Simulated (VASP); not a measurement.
# P: single point with PBE

Crystal: P.

```
P
1.0
    -2.57498    2.91201    1.22930
     2.91201   -2.57498    1.22930
     2.23118    2.23118   -0.61203
P
2
Direct
  0.96687 0.03313 0.00000
  0.78313 0.21687 0.50000
```

```yaml
Program: VASP 6.6.1
Task: single point
Functional: PBE
Potentials_or_basis: VASP PAW PBE potentials, release 64 (P)
Cutoff: 520 eV
k_mesh: 14 × 14 × 11
Occupations: fermi-dirac, width 0.1 eV
Spin: no spin polarisation
Dipole_correction: no
Further_INCAR_settings: ALGO = Normal; EDIFF = 1e-06; NBANDS = 12
```

The pressure is 13.1 GPa and the largest force is 1.228 eV/Å. The band gap on the k mesh is zero (bands 5 and 6 overlap by 8.84 eV).

Forces on the atoms (eV/Å):
```
P   -0.868  0.868  0.000
P    0.868 -0.868  0.000
```

Stress tensor (GPa, compression positive):
```
14.14  2.27 -0.77
 2.27 14.14 -0.77
-0.77 -0.77 11.01
```

Levels at points of the mesh, in eV from the Fermi level:
```
           k point  band 2  band 3  band 4  band 5  band 6  band 7  band 8  band 9
(0.00, 0.00, 0.00)   -7.83   -5.41   -4.53    0.10    4.23    4.59    6.77    7.39
(0.50, 0.00, 0.00)   -8.57   -5.18   -3.87   -1.83    0.63    3.72    5.18    6.63
(0.50, 0.50, 0.00)  -11.38   -4.02   -0.42   -0.25    1.63    3.71    7.18    7.28
```

Wall time 80 s on 1 thread of Intel(R) Xeon(R) 6975P-C (Granite Rapids) (shared host), peak memory 0.28 GiB.

Caveat: the cell stands under pressure; forces of over 1 eV/Å act on the atoms, so gaps and moduli don't describe the material at rest.
